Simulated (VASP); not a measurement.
## YAl3N4: relaxation of cell and atoms with PBE

YAl3N4:

```
CELL_PARAMETERS angstrom
4.38693 0.00000 0.00000
0.00000 4.38693 0.00000
0.00000 0.00000 4.38693
ATOMIC_POSITIONS crystal
Y 0.50000 0.50000 0.50000
Al 0.00000 0.00000 0.50000
Al 0.50000 0.00000 0.00000
Al 0.00000 0.50000 0.00000
N 0.50000 0.50000 0.00000
N 0.00000 0.50000 0.50000
N 0.50000 0.00000 0.50000
N 0.00000 0.00000 0.00000
```

| Quantity | Value |
| --- | --- |
| Program | VASP 6.6.1 |
| Task | relaxation of cell and atoms |
| Functional | PBE |
| Potentials or basis | VASP PAW PBE potentials, release 64 (Y_sv, Al, N) |
| Cutoff | 600 eV |
| k mesh | 6 × 6 × 6 |
| Occupations | gaussian, width 0.02 eV |
| Spin | no spin polarisation |
| Dipole correction | no |
| Further INCAR settings | ALGO = Normal; EDIFF = 1e-06; IBRION = 2; EDIFFG = -0.01; NSW = 100; ISIF = 3 |

```json
{
 "Relaxed volume": "10.53 Å³/atom",
 "Relaxed cell": "a = 4.384 Å, b = 4.384 Å, c = 4.384 Å, α = 90.00°, β = 90.00°, γ = 90.00°",
 "Space group after relaxing (to 0.1 Å)": "Pm-3m (No. 221)",
 "Energy gained by relaxing": "0.0 meV/atom",
 "Ionic steps": "3",
 "Pressure after relaxing": "0.0 GPa",
 "Band gap on the k mesh": "1.38 eV"
}
```

Step by step:
| step | energy change (eV) | largest force (eV/Å) | pressure (GPa) | volume (Å³) |
| --- | --- | --- | --- | --- |
| 1 | 0.0000 | 0.0000 | -0.47 | 84.43 |
| 2 | -0.0001 | 0.0000 | 0.42 | 84.05 |
| 3 | -0.0003 | 0.0000 | 0.00 | 84.23 |

Final structure:
```cif
data_structure
_symmetry_space_group_name_H-M 'P 1'
_symmetry_Int_Tables_number 1
_cell_length_a 4.3835
_cell_length_b 4.3835
_cell_length_c 4.3835
_cell_angle_alpha 90.000
_cell_angle_beta 90.000
_cell_angle_gamma 90.000
_cell_volume 84.23
loop_
_atom_site_label
_atom_site_type_symbol
_atom_site_fract_x
_atom_site_fract_y
_atom_site_fract_z
_atom_site_occupancy
Y1 Y 0.50000 0.50000 0.50000 1
Al1 Al 0.00000 0.00000 0.50000 1
Al2 Al 0.50000 0.00000 0.00000 1
Al3 Al 0.00000 0.50000 0.00000 1
N1 N 0.50000 0.50000 0.00000 1
N2 N 0.00000 0.50000 0.50000 1
N3 N 0.50000 0.00000 0.50000 1
N4 N 0.00000 0.00000 0.00000 1
```

Levels at points of the mesh, in eV from the valence-band top:
```csv
k point,band 17,band 18,band 19,band 20,band 21,band 22,band 23,band 24
"(0.00, 0.00, 0.00)",-1.72,0.00,0.00,0.00,1.38,1.38,1.50,2.25
"(0.50, 0.00, 0.00)",-2.42,-2.42,-0.24,-0.24,2.89,4.31,4.32,4.79
"(0.50, 0.50, 0.00)",-1.70,-1.65,-1.65,-0.57,5.29,5.65,5.99,5.99
"(0.50, 0.50, 0.50)",-1.89,-1.64,-1.64,-1.64,3.46,4.17,4.17,4.17
```

Wall time 2.1 min on 1 thread of Intel Xeon 8259CL, on a shared host, peak memory 0.25 GiB.
